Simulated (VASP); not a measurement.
# SiC (Fm-3m) in VASP: a series of runs, part 2 of 2

VASP 6.6.1.

## (3) Single point, r2SCAN

This run uses another cell than the first one, of 8.03 Å³/atom, 1.368 times its volume.

POSCAR reads:

```
SiC
1.0
    0.0000000000      2.0026191632      2.0026191632
    2.0026191632      0.0000000000      2.0026191632
    2.0026191632      2.0026191632      0.0000000000
C Si
1 1
Direct
    0.0000000000      0.0000000000      0.0000000000
    0.5000000000      0.5000000000      0.5000000000
```

INCAR.step1 reads:

```
  ALGO = Normal
  EDIFF = 1E-4
  ENCUT = 520
  GGA = PE
  ISMEAR = 0
  LASPH = T
  LCHARG = F
  LREAL = F
  LWAVE = T
  NBANDS = 11
  NELM = 60
  PREC = Accurate
  SIGMA = 0.05
```

INCAR.step2 reads:

```
  ALGO = Normal
  EDIFF = 1E-6
  ENCUT = 520
  ISIF = 2
  ISMEAR = 0
  ISTART = 1
  LASPH = T
  LCHARG = F
  LMIXTAU = T
  LREAL = F
  LWAVE = F
  METAGGA = R2SCAN
  NBANDS = 11
  NELM = 60
  PREC = Accurate
  SIGMA = 0.05
```

KPOINTS reads:

```
k-points
0
Gamma
  18 18 18
```

Potentials or basis: VASP PAW PBE potentials, release 64 (C, Si).

The run is started by

```console
$ cat potpaw_PBE.64/C/POTCAR potpaw_PBE.64/Si/POTCAR > POTCAR
$ cp INCAR.step1 INCAR
$ mpirun -np 1 vasp_std > vasp.out
$ cp INCAR.step2 INCAR
$ mpirun -np 1 vasp_std > vasp.out
```

OUTCAR:

```text
EDIFF = 1E-6
   ENCUT = 520
   ISIF = 2
   ISMEAR = 0
   ISTART = 1
   LASPH = T
   LREAL = F
   METAGGA = R2SCAN
   NELM = 60
   PREC = Accurate

 ion  position               nearest neighbor table
   1  0.000  0.000  0.000-   2 2.00   2 2.00   2 2.00   2 2.00   2 2.00   2 2.00
   2  0.500  0.500  0.500-   1 2.00   1 2.00   1 2.00   1 2.00   1 2.00   1 2.00

  LATTYP: Found a face centered cubic cell.
 ALAT       =     4.0052383264

  Lattice vectors:

 A1 = (   0.0000000000,   2.0026191632,   2.0026191632)
 A2 = (   2.0026191632,   0.0000000000,   2.0026191632)
 A3 = (   2.0026191632,   2.0026191632,   0.0000000000)

Analysis of symmetry for initial positions (statically):
=====================================================================
 Subroutine PRICEL returns:
 Original cell was already a primitive cell.

 Routine SETGRP: Setting up the symmetry group for a
 face centered cubic supercell.

 Subroutine GETGRP returns: Found 48 space group operations
 (whereof 48 operations were pure point group operations)
 out of a pool of 48 trial point group operations.

The static configuration has the point symmetry O_h .

Analysis of symmetry for dynamics (positions and initial velocities):
=====================================================================
 Subroutine PRICEL returns:
 Original cell was already a primitive cell.

 Routine SETGRP: Setting up the symmetry group for a
 face centered cubic supercell.

 Subroutine GETGRP returns: Found 48 space group operations
 (whereof 48 operations were pure point group operations)
 out of a pool of 48 trial point group operations.

The dynamic configuration has the point symmetry O_h .

 Subroutine INISYM returns: Found 48 space group operations
 (whereof 48 operations are pure point group operations),
 and found     1 'primitive' translations

----------------------------------------------------------------------------------------

                                     Primitive cell

  volume of cell :      16.0629

  direct lattice vectors                    reciprocal lattice vectors
     0.000000000  2.002619163  2.002619163    -0.249673033  0.249673033  0.249673033
     2.002619163  0.000000000  2.002619163     0.249673033 -0.249673033  0.249673033
     2.002619163  2.002619163  0.000000000     0.249673033  0.249673033 -0.249673033

  length of vectors
     2.832131181  2.832131181  2.832131181     0.432446378  0.432446378  0.432446378

  position of ions in fractional coordinates (direct lattice)
     0.000000000  0.000000000  0.000000000
     0.500000000  0.500000000  0.500000000

  ion indices of the primitive-cell ions
   primitive index   ion index
                 1           1
                 2           2

----------------------------------------------------------------------------------------

 KPOINTS: k-points

Automatic generation of k-mesh.
 Grid dimensions read from file:
 generate k-points for:   18   18   18

 Generating k-lattice:

  Cartesian coordinates                     Fractional coordinates (reciprocal lattice)
    -0.013870724  0.013870724  0.013870724     0.055555556  0.000000000  0.000000000
     0.013870724 -0.013870724  0.013870724     0.000000000  0.055555556  0.000000000
     0.013870724  0.013870724 -0.013870724     0.000000000  0.000000000  0.055555556

  Length of vectors
     0.024024799  0.024024799  0.024024799

  Shift w.r.t. Gamma in fractional coordinates (k-lattice)
     0.000000000  0.000000000  0.000000000

 Subroutine IBZKPT returns following result:
 ===========================================

 Found    195 irreducible k-points:

 Following reciprocal coordinates:
            Coordinates               Weight
  0.000000  0.000000  0.000000      1.000000
  0.055556  0.000000  0.000000      8.000000
  0.111111  0.000000  0.000000      8.000000
  0.166667  0.000000  0.000000      8.000000
  0.222222  0.000000  0.000000      8.000000
  0.277778  0.000000  0.000000      8.000000
[... 16 lines left out ...]
 -0.277778  0.055556  0.000000     24.000000
 -0.222222  0.055556  0.000000     24.000000
 [... further k-points ...]
   k-points           NKPTS =    195   k-points in BZ     NKDIM =    195   number of bands    NBANDS=     11
   number of dos      NEDOS =    301   number of ions     NIONS =      2
   total plane-waves  NPLWV =  13824
   dimension x,y,z NGX =    24 NGY =   24 NGZ =   24
   dimension x,y,z NGXF=    48 NGYF=   48 NGZF=   48
   ions per type =               1   1
   NGX,Y,Z   is equivalent  to a cutoff of  14.09, 14.09, 14.09 a.u.
   NGXF,Y,Z  is equivalent  to a cutoff of  28.18, 28.18, 28.18 a.u.
 SYSTEM =  unknown system
   PREC   = accura    normal or accurate (medium, high low for compatibility)
   ISTART =      1    job   : 0-new  1-cont  2-samecut
   ICHARG =      0    charge: 1-file 2-atom 10-const
   ISPIN  =      1    spin polarized calculation?
   LNONCOLLINEAR =      F non collinear calculations
   LSORBIT =      F    spin-orbit coupling
   LASPH  =      T    aspherical Exc in radial PAW
   ENCUT  =  520.0 eV  38.22 Ry    6.18 a.u.   5.27  5.27  5.27*2*pi/ulx,y,z
   NELM   =     60;   NELMIN=  2; NELMDL=  0     # of ELM steps
   EDIFF  = 0.1E-05   stopping-criterion for ELM
   LREAL  =      F    real-space projection
   EDIFFG = 0.1E-04   stopping-criterion for IOM
   NSW    =      0    number of steps for IOM
   IBRION =     -1    ionic relax: 0-MD 1-quasi-New 2-CG
   NFREE  =      0    steps in history (QN), initial steepest desc. (CG)
   ISIF   =      2    stress and relaxation
   ISYM   =      2    0-nonsym 1-usesym 2-fastsym
   POTIM  = 0.5000    time-step for ionic-motion
   TEBEG  =    0.0;   TEEND  =   0.0 temperature during run
   PSTRESS=    0.0 pullay stress
   NELECT =       8.0000    total number of electrons
   NUPDOWN=      -1.0000    fix difference up-down
   EMIN   =  10.00;   EMAX   =-10.00  energy-range for DOS
   EFERMI =   0.00;   METHOD = LEGACY
   ISMEAR =     0;   SIGMA  =   0.05  broadening in eV -4-tet -1-fermi 0-gaus
   EFERMI_NEDOS =   21; number of points for ismear=-14 and -15
   IALGO  =     38    algorithm
   IMIX   =      4    mixing-type and parameters
     AMIX     =   0.40;   BMIX     =  1.00
     AMIX_MAG =   1.60;   BMIX_MAG =  1.00
  volume/ion in A,a.u.               =       8.03        54.20
  Fermi-wavevector in a.u.,A,eV,Ry     =   1.297667  2.452234 22.911376  1.683939
  Thomas-Fermi vector in A             =   2.429044
   LORBIT       =      0    0 simple, 1 ext, 2 COOP (PROOUT), +10 PAW based schemes
   METAGGA = R2SCAN    functional components
   LHFCALC =     F    Hartree Fock is set to
   AEXX    =    0.0000 exact exchange contribution
   IVDW    =     0    specifies the selected vdW correction
   LEPSILON=     F    determine dielectric tensor
   LRPA    =     F    only Hartree local field effects (RPA)
 non-spin polarized calculation
 Gauss-broadening in eV      SIGMA  =   0.05
  energy-cutoff  :      520.00
  volume of cell :       16.06
 maximum number of plane-waves:       448
 NGX is ok and might be reduce to    24
   NGX = 11   NGY = 11   NGZ = 11

 number of electron       8.0000000 magnetization

 Free energy of the ion-electron system (eV)
  ---------------------------------------------------
  ext. energy  EPLUGINS =         0.00000000
  ---------------------------------------------------
  free energy    TOTEN  =       -17.65450422 eV

  energy without entropy =      -17.65427665  energy(sigma->0) =      -17.65439044

 E-fermi :  12.9318     XC(G=0): -13.5857

 val. band max:       12.9266213222   @ k =   0.0000   0.0000   0.0000
 cond. band min:      12.9609433392   @ k =  -0.0556   0.0556   0.0000
 fundamental gap:      0.0343220170
 Fermi energy:        12.9317627384

 k-point     1 :       0.0000    0.0000    0.0000
  band No.  band energies     occupation
      1      -6.9104      2.00000
      2      12.9266      1.11563
      3      12.9266      1.11563
      4      12.9266      1.11562
      5      21.6736      0.00000
      6      22.3305      0.00000
      7      22.3305      0.00000
      8      22.3305      0.00000
      9      27.0632      0.00000
     10      27.0632      0.00000
     11      27.0632      0.00000
[... 309 lines left out ...]
 k-point    24 :      -0.2222    0.0556    0.0000
  band No.  band energies     occupation
      1      -5.3469      2.00000
      2       7.3912      2.00000
      3      11.4132      2.00000
      4      12.5753      2.00000
      5      20.5865      0.00000
      6      20.6352      0.00000
      7      21.2341      0.00000
      8      24.5518      0.00000
      9      25.1410      0.00000
     10      26.4314      0.00000
     11      27.6360      0.00000

 [... further k-points ...]
[... 5 lines left out ...]
  --------------------------------------------------------------------------------------
  -------------------------------------------------------------------------------------
  Total        0.4685016      0.4685016      0.4685016      0.0000000      0.0000000      0.0000000
  in kB       46.7300887     46.7300887     46.7300887      0.0000000      0.0000000      0.0000000
  external PRESSURE =      46.7300887 kB  Pullay stress =       0.0000000 kB

 VOLUME and BASIS-vectors are now :
 -----------------------------------------------------------------------------
  energy-cutoff  :      520.00
  volume of cell :       16.06
      direct lattice vectors                 reciprocal lattice vectors
     0.000000000  2.002619163  2.002619163    -0.249673033  0.249673033  0.249673033
     2.002619163  0.000000000  2.002619163     0.249673033 -0.249673033  0.249673033
     2.002619163  2.002619163  0.000000000     0.249673033  0.249673033 -0.249673033

 POSITION                                       TOTAL-FORCE (eV/Angst)
 -----------------------------------------------------------------------------------
      0.00000      0.00000      0.00000         0.000000      0.000000     -0.000000
      2.00262      2.00262      2.00262         0.000000      0.000000      0.000000
 -----------------------------------------------------------------------------------
    total drift:                                0.000000     -0.000000     -0.000000

  FREE ENERGIE OF THE ION-ELECTRON SYSTEM (eV)
  ---------------------------------------------------
  free  energy   TOTEN  =       -17.6545042208 eV

  energy  without entropy=      -17.6542766498  energy(sigma->0) =      -17.65439044
```

OUTCAR.step1:

```text
EDIFF = 1E-4
   ENCUT = 520
   GGA = PE
   ISMEAR = 0
   LASPH = T
[... 557 lines left out ...]
 -----------------------------------------------------------------------------------
      0.00000      0.00000      0.00000        -0.000000      0.000000     -0.000000
      2.00262      2.00262      2.00262         0.000000     -0.000000      0.000000
 -----------------------------------------------------------------------------------
    total drift:                                0.000000     -0.000000     -0.000000

  FREE ENERGIE OF THE ION-ELECTRON SYSTEM (eV)
  ---------------------------------------------------
  free  energy   TOTEN  =       -13.5549892722 eV

  energy  without entropy=      -13.5546417438  energy(sigma->0) =      -13.55481551
```

Wall time 3.4 min (1 thread of Intel Xeon 8259CL, shared host); peak memory 0.16 GiB.

What came out:

```
Free energy            : -17.6545 eV
Pressure               : 4.7 GPa
Band gap on the k mesh : zero (band 4 reaches 12.97 eV, above the bottom of band 5 at 12.43 eV)
```

Levels at points of the mesh, in eV from the Fermi level:
```tsv
k point	band 1	band 2	band 3	band 4	band 5	band 6	band 7	band 8	band 9
(0.00, 0.00, 0.00)	-19.84	-0.01	-0.01	-0.01	8.74	9.40	9.40	9.40	14.13
(0.50, 0.00, 0.00)	-14.41	-12.28	-1.25	-1.25	5.80	5.80	6.66	10.97	16.46
(0.50, 0.50, 0.00)	-12.49	-10.55	-4.70	-4.70	-0.51	2.81	16.48	16.48	16.84
```

Caveat: the PAW data sets were made with another functional, which shifts forces and pressure a little.

## (4) Single point, r2SCAN (volume scaled by 0.760)

POSCAR reads:

```
SiC
1.0
    0.0000000000      1.8368974669      1.8368974669
    1.8368974669      0.0000000000      1.8368974669
    1.8368974669      1.8368974669      0.0000000000
C Si
1 1
Direct
    0.0000000000      0.0000000000      0.0000000000
    0.5000000000      0.5000000000      0.5000000000
```

INCAR.step1 reads:

```
SYSTEM = SiC
PREC = Accurate
ENCUT = 520
ISMEAR = 0
SIGMA = 0.05
LREAL = .FALSE.
LASPH = .TRUE.
NELM = 100
NBANDS = 11
GGA = PE
ALGO = Normal
EDIFF = 1E-4
LWAVE = .TRUE.
LCHARG = .FALSE.
```

INCAR.step2 reads:

```
SYSTEM = SiC
PREC = Accurate
ENCUT = 520
EDIFF = 1E-6
ISMEAR = 0
SIGMA = 0.05
LREAL = .FALSE.
LASPH = .TRUE.
NELM = 100
ALGO = Normal
ISIF = 2
LWAVE = .FALSE.
LCHARG = .FALSE.
METAGGA = R2SCAN
LMIXTAU = .TRUE.
NBANDS = 11
ISTART = 1
```

KPOINTS reads:

```
regular mesh
0
G
  20 20 20
  0 0 0
```

Potentials or basis: VASP PAW PBE potentials, release 64 (C, Si).

The run is started by

```console
$ cat potpaw_PBE.64/C/POTCAR potpaw_PBE.64/Si/POTCAR > POTCAR
$ cp INCAR.step1 INCAR
$ mpirun -np 1 vasp_std > vasp.out
$ cp INCAR.step2 INCAR
$ mpirun -np 1 vasp_std > vasp.out
```

OUTCAR:

```text
SYSTEM = SiC
   PREC = Accurate
   ENCUT = 520
   EDIFF = 1E-6
   ISMEAR = 0
   LREAL = .FALSE.
   LASPH = .TRUE.
   NELM = 100
   ISIF = 2
   METAGGA = R2SCAN
   ISTART = 1

 ion  position               nearest neighbor table
   1  0.000  0.000  0.000-   2 1.84   2 1.84   2 1.84   2 1.84   2 1.84   2 1.84
   2  0.500  0.500  0.500-   1 1.84   1 1.84   1 1.84   1 1.84   1 1.84   1 1.84

  LATTYP: Found a face centered cubic cell.
 ALAT       =     3.6737949338

  Lattice vectors:

 A1 = (   0.0000000000,   1.8368974669,   1.8368974669)
 A2 = (   1.8368974669,   0.0000000000,   1.8368974669)
 A3 = (   1.8368974669,   1.8368974669,   0.0000000000)
[... 514 lines left out ...]
      9      34.9431      0.00000
     10      35.6451      0.00000
     11      37.6981      0.00000

 [... further k-points ...]
[... 5 lines left out ...]
  --------------------------------------------------------------------------------------
  -------------------------------------------------------------------------------------
  Total       10.4001308     10.4001308     10.4001308     -0.0000000      0.0000000     -0.0000000
  in kB     1344.2023315   1344.2023315   1344.2023315     -0.0000000      0.0000000     -0.0000000
  external PRESSURE =    1344.2023315 kB  Pullay stress =       0.0000000 kB

 VOLUME and BASIS-vectors are now :
 -----------------------------------------------------------------------------
  energy-cutoff  :      520.00
  volume of cell :       12.40
      direct lattice vectors                 reciprocal lattice vectors
     0.000000000  1.836897467  1.836897467    -0.272198100  0.272198100  0.272198100
     1.836897467  0.000000000  1.836897467     0.272198100 -0.272198100  0.272198100
     1.836897467  1.836897467  0.000000000     0.272198100  0.272198100 -0.272198100

 POSITION                                       TOTAL-FORCE (eV/Angst)
 -----------------------------------------------------------------------------------
      0.00000      0.00000      0.00000         0.000000     -0.000000      0.000000
      1.83690      1.83690      1.83690        -0.000000      0.000000     -0.000000
 -----------------------------------------------------------------------------------
    total drift:                                0.000000     -0.000000     -0.000000

  FREE ENERGIE OF THE ION-ELECTRON SYSTEM (eV)
  ---------------------------------------------------
  free  energy   TOTEN  =       -16.3534239249 eV

  energy  without entropy=      -16.3534239249  energy(sigma->0) =      -16.35342392
```

OSZICAR.step1:

```text
N       E                     dE             d eps       ncg     rms          rms(c)
DAV:   1     0.463519616329E+01    0.46352E+01   -0.45406E+03  5748   0.702E+02
DAV:   2    -0.136349266526E+02   -0.18270E+02   -0.17313E+02  7328   0.112E+02
DAV:   3    -0.140676494983E+02   -0.43272E+00   -0.43167E+00  6785   0.130E+01
DAV:   4    -0.140683700919E+02   -0.72059E-03   -0.72057E-03  6272   0.638E-01
DAV:   5    -0.140683710619E+02   -0.97005E-06   -0.97004E-06  6668   0.220E-02    0.123E+01
DAV:   6    -0.122678844553E+02    0.18005E+01   -0.42507E+00  5992   0.110E+01    0.612E+00
DAV:   7    -0.121365332916E+02    0.13135E+00   -0.69333E-01  6486   0.490E+00    0.195E+00
DAV:   8    -0.121335313045E+02    0.30020E-02   -0.76713E-03  6038   0.653E-01    0.542E-01
DAV:   9    -0.121333531390E+02    0.17817E-03   -0.50864E-04  6800   0.204E-01    0.175E-01
DAV:  10    -0.121333590304E+02   -0.58914E-05   -0.63181E-06  3063   0.218E-02
   1 F= -.12133359E+02 E0= -.12133359E+02  d E =-.610414E-13
```

Wall time 3.2 min (1 thread of Intel Xeon 8259CL, shared host); peak memory 0.15 GiB.

What came out:

```yaml
Free_energy: -16.3534 eV
Pressure: 134.4 GPa
Band_gap_on_the_k_mesh: 1.42 eV, indirect (least direct gap 7.28 eV)
```

Caveat: the cell differs from its parent crystal (volume scaled by 0.760); the PAW data sets were made with another functional, which shifts forces and pressure a little.

## (5) Single point, r2SCAN

This run uses another cell than the first one, of 8.16 Å³/atom, 1.390 times its volume.

POSCAR reads:

```
SiC
1.0
    0.0000000000      2.0135786124      2.0135786124
    2.0135786124      0.0000000000      2.0135786124
    2.0135786124      2.0135786124      0.0000000000
C Si
1 1
Direct
    0.0000000000      0.0000000000      0.0000000000
    0.5000000000      0.5000000000      0.5000000000
```

Changes to INCAR.step1 since step 4:

```diff
@@ -7,3 +7,3 @@
 LASPH = .TRUE.
-NELM = 100
+NELM = 80
 NBANDS = 11
```

Changes to INCAR.step2 since step 4:

```diff
@@ -3,3 +3,3 @@
 ENCUT = 520
-EDIFF = 1E-6
+EDIFF = 1E-7
 ISMEAR = 0
@@ -8,3 +8,3 @@
 LASPH = .TRUE.
-NELM = 100
+NELM = 80
 ALGO = Normal
```

KPOINTS reads:

```
regular mesh
0
G
  18 18 18
  0 0 0
```

The run is started by

```console
$ cat potpaw_PBE.64/C/POTCAR potpaw_PBE.64/Si/POTCAR > POTCAR
$ cp INCAR.step1 INCAR
$ mpirun -np 1 vasp_std > vasp.out
$ cp INCAR.step2 INCAR
$ mpirun -np 1 vasp_std > vasp.out
```

Run time: 3.6 min. Hardware: 1 thread of Intel Xeon 8259CL, shared host; peak memory 0.16 GiB.

Results (log left out):

```
Free energy            : -17.6584 eV
Pressure               : 0.0 GPa
Band gap on the k mesh : zero (band 4 reaches 12.73 eV, above the bottom of band 5 at 12.05 eV)
```

Levels at points of the mesh, in eV from the Fermi level:
| k point | band 1 | band 2 | band 3 | band 4 | band 5 | band 6 | band 7 | band 8 |
| --- | --- | --- | --- | --- | --- | --- | --- | --- |
| (0.00, 0.00, 0.00) | -19.64 | 0.00 | 0.00 | 0.00 | 8.43 | 9.40 | 9.40 | 9.40 |
| (0.50, 0.00, 0.00) | -14.27 | -12.14 | -1.20 | -1.20 | 5.72 | 5.72 | 6.55 | 10.77 |
| (0.50, 0.50, 0.00) | -12.40 | -10.39 | -4.63 | -4.63 | -0.62 | 2.89 | 16.22 | 16.22 |

Caveat: the PAW data sets were made with another functional, which shifts forces and pressure a little.

## (6) The runs side by side

```tsv
cell	k mesh	gap on the mesh (eV)	pressure (GPa)
a = 2.551 Å, angles 60.0°, 2 atoms	20 × 20 × 20	1.08	178.8
a = 2.832 Å, angles 60.0°, 2 atoms	18 × 18 × 18	none	4.7
a = 2.598 Å, angles 60.0°, 2 atoms	20 × 20 × 20	1.42	134.4
a = 2.848 Å, angles 60.0°, 2 atoms	18 × 18 × 18	none	0.0
```

Alike in all rows: task single point; level r2SCAN; potentials or basis VASP PAW PBE potentials, release 64 (C, Si); no spin polarisation; cutoff (eV) 520; smearing gaussian 0.05 eV.

Caveats: the PAW data sets were made with another functional, which shifts forces and pressure a little.

Total energies depend on the potentials used, so only differences within one code and one set of settings carry meaning.
